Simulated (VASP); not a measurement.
# Ti2Br3 (P-3m1) in VASP: notebook

Ti2Br3 is run at these levels: PBE; tasks: single point, relaxation of cell and atoms.

Everything below comes from runs of VASP 6.6.1. Logs are shortened: lines on timing, memory, paths and dates and some standing lists are left out, and cuts for length are marked.

## Step 1: The cell of the first run

Symmetry: P-3m1, No. 164, trigonal system. The conventional cell has a = 3.356 Å, b = 3.356 Å, c = 11.634 Å, α = 90.00°, β = 90.00°, γ = 120.00°. Within 3.4 Å of Ti (site symmetry 3m) lie 6 Br at 2.59 to 2.87 Å and 6 Ti at 3.36 Å. Within 3.8 Å of Br (site symmetry -3m) lie 6 Ti at 2.87 Å and 6 Br at 3.36 Å. Within 3.4 Å of Br (site symmetry 3m) lie 3 Ti at 2.59 Å and 6 Br at 3.36 Å.

## Step 2: Single point, PBE, collinear spin

File INCAR:

```
SYSTEM = Ti2Br3
PREC = Accurate ; ENCUT = 500
EDIFF = 1E-6 ; ISMEAR = 0
SIGMA = 0.1 ; LREAL = .FALSE.
LASPH = .TRUE. ; NELM = 200
ALGO = Normal ; ISIF = 2
LWAVE = .FALSE. ; LCHARG = .FALSE.
ISPIN = 2 ; MAGMOM = 1.98 1.98 0 0 0
LORBIT = 11 ; LMAXMIX = 4
GGA = PE ; NBANDS = 34
GGA_COMPAT = .FALSE.
```

File KPOINTS:

```
regular mesh
0
G
  6 6 4
  0 0 0
```

File POSCAR:

```
Ti2Br3
1.0
    3.3561491102      0.0000000000      0.0000000000
   -1.6780745551      2.9065103883      0.0000000000
    0.0000000000      0.0000000000     11.6336038276
Ti Br
2 3
Direct
    0.3333333333      0.6666666667      0.1823026288
    0.6666666667      0.3333333333      0.8176973712
    0.0000000000      0.0000000000      0.0000000000
    0.3333333333      0.6666666667      0.6704370918
    0.6666666667      0.3333333333      0.3295629082
```

Potentials or basis: VASP PAW PBE potentials, release 64 (Ti_sv, Br).

Started as:

```bash
> cat potpaw_PBE.64/Ti_sv/POTCAR potpaw_PBE.64/Br/POTCAR > POTCAR
> mpirun -np 1 vasp_std > vasp.out
```

OUTCAR:

```text
SYSTEM = Ti2Br3
   PREC = Accurate
   ENCUT = 500
   EDIFF = 1E-6
   ISMEAR = 0
   LREAL = .FALSE.
   LASPH = .TRUE.
   NELM = 200
   ISIF = 2
   ISPIN = 2
   LORBIT = 11
   GGA = PE

 ion  position               nearest neighbor table
   1  0.333  0.667  0.182-   5 2.59   5 2.59   5 2.59
   2  0.667  0.333  0.818-   4 2.59   4 2.59   4 2.59
   3  0.000  0.000  0.000-
   4  0.333  0.667  0.670-   2 2.59   2 2.59   2 2.59
   5  0.667  0.333  0.330-   1 2.59   1 2.59   1 2.59

  LATTYP: Found a hexagonal cell.
 ALAT       =     3.3561491102
 C/A-ratio  =     3.4663548745

  Lattice vectors:

 A1 = (   3.3561491102,   0.0000000000,   0.0000000000)
 A2 = (  -1.6780745551,   2.9065103883,   0.0000000000)
 A3 = (   0.0000000000,   0.0000000000,  11.6336038276)

Analysis of symmetry for initial positions (statically):
=====================================================================
 Subroutine PRICEL returns:
 Original cell was already a primitive cell.

 Routine SETGRP: Setting up the symmetry group for a
 hexagonal supercell.

 Subroutine GETGRP returns: Found 12 space group operations
 (whereof 12 operations were pure point group operations)
 out of a pool of 24 trial point group operations.

The static configuration has the point symmetry D_3d.

Analysis of symmetry for dynamics (positions and initial velocities):
=====================================================================
 Subroutine PRICEL returns:
 Original cell was already a primitive cell.

 Routine SETGRP: Setting up the symmetry group for a
 hexagonal supercell.

 Subroutine GETGRP returns: Found 12 space group operations
 (whereof 12 operations were pure point group operations)
 out of a pool of 24 trial point group operations.

The dynamic configuration has the point symmetry D_3d.

Analysis of structural, dynamic, and magnetic symmetry:
=====================================================================
 Subroutine PRICEL returns:
 Original cell was already a primitive cell.

 Routine SETGRP: Setting up the symmetry group for a
 hexagonal supercell.

 Subroutine GETGRP returns: Found 12 space group operations
 (whereof 12 operations were pure point group operations)
 out of a pool of 24 trial point group operations.

The overall configuration has the point symmetry D_3d.

 Subroutine INISYM returns: Found 12 space group operations
 (whereof 12 operations are pure point group operations),
 and found     1 'primitive' translations

----------------------------------------------------------------------------------------

                                     Primitive cell

  volume of cell :     113.4821

  direct lattice vectors                    reciprocal lattice vectors
     3.356149110  0.000000000  0.000000000     0.297960540  0.172027598  0.000000000
    -1.678074555  2.906510388  0.000000000     0.000000000  0.344055196  0.000000000
     0.000000000  0.000000000 11.633603828     0.000000000  0.000000000  0.085957887

  length of vectors
     3.356149110  3.356149110 11.633603828     0.344055196  0.344055196  0.085957887

  position of ions in fractional coordinates (direct lattice)
     0.333333333  0.666666667  0.182302629
     0.666666667  0.333333333  0.817697371
     0.000000000  0.000000000  0.000000000
     0.333333333  0.666666667  0.670437092
     0.666666667  0.333333333  0.329562908

  ion indices of the primitive-cell ions
   primitive index   ion index
                 1           1
                 2           2
                 3           3
                 4           4
                 5           5

----------------------------------------------------------------------------------------

 KPOINTS: regular mesh

Automatic generation of k-mesh.
 Grid dimensions read from file:
 generate k-points for:    6    6    4

 Generating k-lattice:

  Cartesian coordinates                     Fractional coordinates (reciprocal lattice)
     0.049660090  0.028671266  0.000000000     0.166666667  0.000000000  0.000000000
     0.000000000  0.057342533  0.000000000     0.000000000  0.166666667  0.000000000
     0.000000000  0.000000000  0.021489472     0.000000000  0.000000000  0.250000000

  Length of vectors
     0.057342533  0.057342533  0.021489472

  Shift w.r.t. Gamma in fractional coordinates (k-lattice)
     0.000000000  0.000000000  0.000000000

 Subroutine IBZKPT returns following result:
 ===========================================

 Found     24 irreducible k-points:

 Following reciprocal coordinates:
            Coordinates               Weight
  0.000000  0.000000  0.000000      1.000000
  0.166667  0.000000  0.000000      6.000000
  0.333333  0.000000  0.000000      6.000000
  0.500000  0.000000  0.000000      3.000000
  0.166667  0.166667  0.000000      6.000000
  0.333333  0.166667  0.000000     12.000000
[... 16 lines left out ...]
  0.333333  0.166667  0.500000     12.000000
  0.333333  0.333333  0.500000      2.000000
   k-points           NKPTS =     24   k-points in BZ     NKDIM =     24   number of bands    NBANDS=     34
   number of dos      NEDOS =    301   number of ions     NIONS =      5
   total plane-waves  NPLWV =  51840
   dimension x,y,z NGX =    24 NGY =   24 NGZ =   90
   dimension x,y,z NGXF=    48 NGYF=   48 NGZF=  180
   ions per type =               2   3
   NGX,Y,Z   is equivalent  to a cutoff of  11.89, 11.89, 12.86 a.u.
   NGXF,Y,Z  is equivalent  to a cutoff of  23.78, 23.78, 25.72 a.u.
 SYSTEM =  Ti2Br3
   PREC   = accura    normal or accurate (medium, high low for compatibility)
   ISTART =      0    job   : 0-new  1-cont  2-samecut
   ICHARG =      2    charge: 1-file 2-atom 10-const
   ISPIN  =      2    spin polarized calculation?
   LNONCOLLINEAR =      F non collinear calculations
   LSORBIT =      F    spin-orbit coupling
   LASPH  =      T    aspherical Exc in radial PAW
   ENCUT  =  500.0 eV  36.75 Ry    6.06 a.u.   6.12  6.12 21.21*2*pi/ulx,y,z
   NELM   =    200;   NELMIN=  2; NELMDL= -5     # of ELM steps
   EDIFF  = 0.1E-05   stopping-criterion for ELM
   LREAL  =      F    real-space projection
   EDIFFG = 0.1E-04   stopping-criterion for IOM
   NSW    =      0    number of steps for IOM
   IBRION =     -1    ionic relax: 0-MD 1-quasi-New 2-CG
   NFREE  =      0    steps in history (QN), initial steepest desc. (CG)
   ISIF   =      2    stress and relaxation
   ISYM   =      2    0-nonsym 1-usesym 2-fastsym
   POTIM  = 0.5000    time-step for ionic-motion
   TEBEG  =    0.0;   TEEND  =   0.0 temperature during run
   PSTRESS=    0.0 pullay stress
   NELECT =      45.0000    total number of electrons
   NUPDOWN=      -1.0000    fix difference up-down
   EMIN   =  10.00;   EMAX   =-10.00  energy-range for DOS
   EFERMI =   0.00;   METHOD = LEGACY
   ISMEAR =     0;   SIGMA  =   0.10  broadening in eV -4-tet -1-fermi 0-gaus
   EFERMI_NEDOS =   21; number of points for ismear=-14 and -15
   IALGO  =     38    algorithm
   IMIX   =      4    mixing-type and parameters
     AMIX     =   0.40;   BMIX     =  1.00
     AMIX_MAG =   1.60;   BMIX_MAG =  1.00
  volume/ion in A,a.u.               =      22.70       153.16
  Fermi-wavevector in a.u.,A,eV,Ry     =   1.202735  2.272839 19.681793  1.446571
  Thomas-Fermi vector in A             =   2.338508
   LORBIT       =     11    0 simple, 1 ext, 2 COOP (PROOUT), +10 PAW based schemes
   GGA     = PE    functional components
   LHFCALC =     F    Hartree Fock is set to
   AEXX    =    0.0000 exact exchange contribution
   IVDW    =     0    specifies the selected vdW correction
   LEPSILON=     F    determine dielectric tensor
   LRPA    =     F    only Hartree local field effects (RPA)
 spin polarized calculation
 Gauss-broadening in eV      SIGMA  =   0.10
  energy-cutoff  :      500.00
  volume of cell :      113.48
 maximum number of plane-waves:      2922
   NGX = 13   NGY = 13   NGZ = 43

 number of electron      45.0000020 magnetization       1.2053140

 Free energy of the ion-electron system (eV)
  ---------------------------------------------------
  ext. energy  EPLUGINS =         0.00000000
  ---------------------------------------------------
  free energy    TOTEN  =       -24.00278836 eV

  energy without entropy =      -23.99494003  energy(sigma->0) =      -23.99886420

 E-fermi :   5.8658     XC(G=0):  -9.7021

 val. band max:        5.8625153292   @ k =   0.5000   0.0000   0.5000
 cond. band min:       5.9108541934   @ k =   0.3333   0.3333   0.0000
 fundamental gap:      0.0483388641
 Fermi energy:         5.8658088553

 spin component 1

 k-point     1 :       0.0000    0.0000    0.0000
  band No.  band energies     occupation
      1     -51.7611      1.00000
      2     -51.7610      1.00000
      3     -28.1016      1.00000
      4     -28.0963      1.00000
      5     -27.9762      1.00000
      6     -27.9762      1.00000
[... 26 lines left out ...]
     33      10.2350      0.00000
     34      11.4955      0.00000

 k-point     2 :       0.1667    0.0000    0.0000
  band No.  band energies     occupation
      1     -51.7576      1.00000
      2     -51.7575      1.00000
      3     -28.0941      1.00000
      4     -28.0897      1.00000
      5     -28.0115      1.00000
      6     -28.0111      1.00000
[... 26 lines left out ...]
     33      11.3983      0.00000
     34      11.9986      0.00000
[... 775 lines left out ...]
     33      10.8622      0.00000
     34      11.5442      0.00000

 k-point    24 :       0.3333    0.3333    0.5000
  band No.  band energies     occupation
      1     -51.7450      1.00000
      2     -51.7450      1.00000
      3     -28.0770      1.00000
      4     -28.0770      1.00000
      5     -28.0698      1.00000
      6     -28.0687      1.00000
[... 26 lines left out ...]
     33      10.8218      0.00000
     34      11.4066      0.00000
 Fermi energy:         5.8658088553

 spin component 2

 k-point     1 :       0.0000    0.0000    0.0000
  band No.  band energies     occupation
      1     -51.3688      1.00000
      2     -51.3687      1.00000
      3     -27.7242      1.00000
      4     -27.7187      1.00000
      5     -27.5742      1.00000
      6     -27.5742      1.00000
[... 26 lines left out ...]
     33      10.3545      0.00000
     34      11.5397      0.00000

 k-point     2 :       0.1667    0.0000    0.0000
  band No.  band energies     occupation
      1     -51.3652      1.00000
      2     -51.3651      1.00000
      3     -27.7165      1.00000
      4     -27.7120      1.00000
      5     -27.6095      1.00000
      6     -27.6092      1.00000
[... 26 lines left out ...]
     33      11.4929      0.00000
     34      12.0750      0.00000
[... 775 lines left out ...]
     33      11.0601      0.00000
     34      11.8194      0.00000

 k-point    24 :       0.3333    0.3333    0.5000
  band No.  band energies     occupation
      1     -51.3527      1.00000
      2     -51.3527      1.00000
      3     -27.6884      1.00000
      4     -27.6884      1.00000
      5     -27.6750      1.00000
      6     -27.6750      1.00000
[... 26 lines left out ...]
     33      11.1287      0.00000
     34      11.6396      0.00000

------------------------ aborting loop because EDIFF is reached ----------------------------------------

  FORCE on cell =-STRESS in cart. coord.  units (eV):
  Direction    XX          YY          ZZ          XY          YZ          ZX
  --------------------------------------------------------------------------------------
  -------------------------------------------------------------------------------------
  Total        0.1407961      0.1407961      0.1134557      0.0000000      0.0000000     -0.0000000
  in kB        1.9878045      1.9878045      1.6018051      0.0000000      0.0000000     -0.0000000
  external PRESSURE =       1.8591381 kB  Pullay stress =       0.0000000 kB

 VOLUME and BASIS-vectors are now :
 -----------------------------------------------------------------------------
  energy-cutoff  :      500.00
  volume of cell :      113.48
      direct lattice vectors                 reciprocal lattice vectors
     3.356149110  0.000000000  0.000000000     0.297960540  0.172027598  0.000000000
    -1.678074555  2.906510388  0.000000000     0.000000000  0.344055196  0.000000000
     0.000000000  0.000000000 11.633603828     0.000000000  0.000000000  0.085957887

 POSITION                                       TOTAL-FORCE (eV/Angst)
 -----------------------------------------------------------------------------------
     -0.00000      1.93767      2.12084        -0.000000     -0.000000     -0.013677
      1.67807      0.96884      9.51277         0.000000      0.000000      0.013677
      0.00000      0.00000      0.00000        -0.000000      0.000000      0.000000
     -0.00000      1.93767      7.79960        -0.000000      0.000000     -0.002827
      1.67807      0.96884      3.83400         0.000000      0.000000      0.002827
 -----------------------------------------------------------------------------------
    total drift:                                0.000000     -0.000000     -0.000000

  FREE ENERGIE OF THE ION-ELECTRON SYSTEM (eV)
  ---------------------------------------------------
  free  energy   TOTEN  =       -24.0027883638 eV

  energy  without entropy=      -23.9949400325  energy(sigma->0) =      -23.99886420

 total charge

# of ion       s       p       d       tot
------------------------------------------
    1        2.124   6.062   1.991  10.177
    2        2.124   6.062   1.991  10.177
    3        1.618   3.214   0.058   4.889
    4        1.616   3.254   0.046   4.916
    5        1.616   3.254   0.046   4.916
--------------------------------------------------
tot          9.098  21.846   4.130  35.075

 magnetization (x)

# of ion       s       p       d       tot
------------------------------------------
    1        0.007   0.014   0.394   0.415
    2        0.007   0.014   0.394   0.415
    3        0.007  -0.017   0.017   0.008
    4       -0.001  -0.011   0.002  -0.010
    5       -0.001  -0.011   0.002  -0.010
--------------------------------------------------
tot          0.020  -0.011   0.810   0.819
```

Run time: 6.2 min. Hardware: 1 thread of Intel Xeon 8259CL, shared host; peak memory 0.32 GiB.

Results:

- Free energy: -24.0028 eV
- Pressure: 0.2 GPa
- Largest force: 0.014 eV/Å
- Net moment: 1.21 μB per cell
- Site moments: Ti +0.41; Br +0.01, -0.01 (each value once) μB
- Valence electrons inside the program's atomic spheres: Ti 10.18; Br 4.89, 4.92 (each value once)

Forces in eV/Å, atoms in the order of the input:
```
Ti   0.000  0.000 -0.014
Ti   0.000  0.000  0.014
Br   0.000  0.000  0.000
Br   0.000  0.000 -0.003
Br   0.000  0.000  0.003
```

Caveat: the k points lie up to 0.36 Å⁻¹ apart; this functional lacks dispersion, which binds the layers, so the pressure and a relaxed spacing across them are unreliable; semilocal functionals often make such compounds metallic where correlation or magnetic order opens a gap, which also shifts bond lengths.

## Step 3: Single point, PBE, collinear spin

This run uses another cell than the first one, of 23.08 Å³/atom.

File INCAR:

```
PREC = Accurate
ENCUT = 500
EDIFF = 1E-6
ISMEAR = 0
SIGMA = 0.1
LREAL = F
LASPH = T
NELM = 200
ALGO = Normal
ISIF = 2
LWAVE = F
LCHARG = F
ISPIN = 2
MAGMOM = 1 1 0 0 0
LORBIT = 11
LMAXMIX = 4
GGA = PE
NBANDS = 34
GGA_COMPAT = F
```

File KPOINTS:

```
Automatic mesh
0
Gamma
  6 6 4
```

File POSCAR:

```
Ti2Br3
1.0
    4.4079110686      0.0000000000      0.0000000000
   -2.2039555343      3.8173629630      0.0000000000
    0.0000000000      0.0000000000      6.8579936169
Ti Br
2 3
Direct
    0.3333333333      0.6666666667      0.2450000000
    0.6666666667      0.3333333333      0.7550000000
    0.0000000000      0.0000000000      0.0000000000
    0.3333333333      0.6666666667      0.6450000000
    0.6666666667      0.3333333333      0.3550000000
```

Potentials or basis: VASP PAW PBE potentials, release 64 (Ti_sv, Br).

Started as:

```bash
> cat potpaw_PBE.64/Ti_sv/POTCAR potpaw_PBE.64/Br/POTCAR > POTCAR
> mpirun -np 1 vasp_std > vasp.out
```

Run time: 5.7 min. Hardware: 1 thread of Intel Xeon 8259CL, shared host; peak memory 0.32 GiB.

It converged, with:

| Quantity | Value |
| --- | --- |
| Free energy | -22.5659 eV |
| Pressure | 3.7 GPa |
| Largest force | 0.547 eV/Å |
| Band gap on the k mesh | zero (filled and empty bands overlap) |
| Net moment | 4.98 μB per cell |
| Site moments | Ti +1.87; Br -0.00, -0.03 (each value once) μB |
| Valence electrons inside the program's atomic spheres | Ti 10.23; Br 4.87, 4.95 (each value once) |

Forces in eV/Å, atoms in the order of the input:
```
Ti   0.000  0.000 -0.547
Ti   0.000  0.000  0.547
Br   0.000  0.000  0.000
Br   0.000  0.000  0.406
Br   0.000  0.000 -0.406
```

Stress tensor (GPa, compression positive):
```
3.03 0.00 0.00
0.00 3.03 0.00
0.00 0.00 5.01
```

Levels at points of the mesh, in eV from the Fermi level:
Spin up:
| k point | band 23 | band 24 | band 25 | band 26 | band 27 | band 28 |
| --- | --- | --- | --- | --- | --- | --- |
| (0.00, 0.00, 0.00) | -1.14 | -0.56 | -0.56 | 0.07 | 0.13 | 0.70 |
| (0.50, 0.00, 0.00) | -0.67 | -0.47 | -0.35 | 0.03 | 0.07 | 0.53 |
| (0.00, 0.00, 0.50) | -0.91 | -0.91 | -0.47 | 0.68 | 0.91 | 0.91 |
| (0.50, 0.00, 0.50) | -0.68 | -0.60 | -0.05 | 0.12 | 0.33 | 0.60 |
Spin down:
```csv
k point,band 18,band 19,band 20,band 21,band 22,band 23
"(0.00, 0.00, 0.00)",-4.63,-4.63,-4.00,0.11,0.59,0.59
"(0.50, 0.00, 0.00)",-5.09,-5.07,-4.11,0.01,0.83,1.17
"(0.00, 0.00, 0.50)",-5.06,-5.02,-5.02,0.80,0.90,0.90
"(0.50, 0.00, 0.50)",-5.30,-4.67,-4.17,0.78,0.91,1.13
```

Caveat: the cell stands under pressure; semilocal functionals often make such compounds metallic where correlation or magnetic order opens a gap, which also shifts bond lengths.

(Continued in part 2 of 2.)
